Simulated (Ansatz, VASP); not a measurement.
Two plane-wave programs on PbSe

File POSCAR:

```
PbSe
1.0
    0.0000000000      3.0192847941      3.0192847941
    3.0192847941      0.0000000000      3.0192847941
    3.0192847941      3.0192847941      0.0000000000
Pb Se
1 1
Direct
    0.0000000000      0.0000000000      0.0000000000
    0.5000000000      0.5000000000      0.5000000000
```

File INCAR.step1:

```
ALGO = Normal
EDIFF = 1E-5
ENCUT = 520
GGA = PE
ISIF = 2
ISMEAR = -1
LASPH = True
LCHARG = False
LREAL = False
LWAVE = True
NBANDS = 17
NELM = 60
PREC = Accurate
SIGMA = 0.05
```

The input INCAR.step2:

```
AEXX = 0.1
ALGO = Normal
EDIFF = 1E-6
ENCUT = 520
ISIF = 2
ISMEAR = -1
ISTART = 1
LASPH = True
LCHARG = False
LHFCALC = True
LMIXTAU = True
LREAL = False
LWAVE = False
METAGGA = R2SCAN
NBANDS = 17
NELM = 60
PREC = Accurate
PRECFOCK = Normal
SIGMA = 0.05
```

The input KPOINTS:

```
k-points
0
Gamma
  4 4 4
```

Contents of input.yaml:

```yaml
crystal:
  lattice:
    - [0.0, 3.0192847941, 3.0192847941]
    - [3.0192847941, 0.0, 3.0192847941]
    - [3.0192847941, 3.0192847941, 0.0]
  atoms:
    - { symbol: Pb, position: [0.0, 0.0, 0.0] }
    - { symbol: Se, position: [0.5, 0.5, 0.5] }
hamiltonian:
  xc: r2scanh
  pseudopotentials: { kind: paw }
kpoints:
  mp_grid: { grid: [4, 4, 4] }
scf:
  occupations: { method: fermi_dirac, width: 0.05 }
output:
  forces: true
  stress: true
  eigenvalues: true
```

Alike in both runs: task single point; functional r2SCANh; k mesh 4 × 4 × 4; occupations fermi-dirac, width 0.05 eV; no spin polarisation.

|  | VASP | Ansatz |
| --- | --- | --- |
| version | VASP 6.6.1 | Ansatz 0.2.0 |
| potentials or method | VASP PAW PBE potentials, release 64 (Pb_d, Se) | Ansatz PAW |
| plane-wave cutoff (eV) | 520 | 500 |
| valence electrons in the cell | 20 | 30 |

|  | VASP | Ansatz | Ansatz less VASP |
| --- | --- | --- | --- |
| gap on the k mesh at the Fermi level (eV) | 0.81 | 0.78 | -0.036 |
| least direct gap on the mesh (eV) | 0.81 | 0.78 | -0.036 |
| pressure (GPa) | 3.9 | 3.9 | +0.08 |

VASP's potentials were made for PBE, not for r2SCANh. With one functional, cell and mesh, what is left measures potentials, basis and numerics. VASP's potentials hold 20 valence electrons a cell and Ansatz's 30, so a difference there can come from the potentials and not from the codes.

The k mesh is coarse, so the values compare programs but aren't converged. Spin-orbit coupling is off throughout.
